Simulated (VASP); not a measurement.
# Al2Cu: single point with PBEsol+D3(BJ)

Crystal: Al2Cu.

```
Al Cu
1.0
    -2.99639    2.99639    2.41425
     2.99639   -2.99639    2.41425
     2.99639    2.99639   -2.41425
Al Cu
4 2
Direct
  0.65933 0.15933 0.81866
  0.15933 0.34067 0.50000
  0.34067 0.84067 0.18134
  0.84067 0.65933 0.50000
  0.25000 0.25000 0.00000
  0.75000 0.75000 0.00000
```

* Program: VASP 6.6.1
* Task: single point
* Functional: PBEsol
* Dispersion: D3(BJ)
* Potentials or basis: VASP PAW PBE potentials, release 64 (Al, Cu)
* Cutoff: 520 eV
* k mesh: 10 × 10 × 10
* Occupations: gaussian, width 0.1 eV
* Spin: no spin polarisation

```
Pressure                   : -4.0 GPa
Band gap on the k mesh     : zero (band 17 reaches 10.84 eV, above the bottom of band 18 at 6.43 eV)
Dispersion energy per atom : -0.383 eV
```

Levels at points of the mesh, in eV from the Fermi level:
```
           k point  band 13  band 14  band 15  band 16  band 17  band 18  band 19  band 20  band 21  band 22
(0.00, 0.00, 0.00)    -2.99    -1.97    -1.43    -1.25    -1.25    -0.84    -0.22     0.08     1.53     1.53
(0.50, 0.00, 0.00)    -3.13    -3.13    -2.64    -2.64     0.24     0.24     4.13     4.13     4.38     4.38
(0.50, 0.50, 0.00)    -2.90    -2.86    -1.50    -1.30    -0.89    -0.68     0.83     1.30     4.69     4.78
(0.50, 0.50, 0.50)    -3.40    -3.30    -3.30    -1.84     2.63     2.96     2.96     3.38     4.19     4.83
```

Wall time 3.1 min on 1 thread of Intel Xeon 6975P-C, on a shared host, peak memory 0.35 GiB.

Caveat: three body term missing; the PAW data sets were made with another functional, which shifts forces and pressure a little; pairwise dispersion overbinds metals, which lowers pressure and volume.
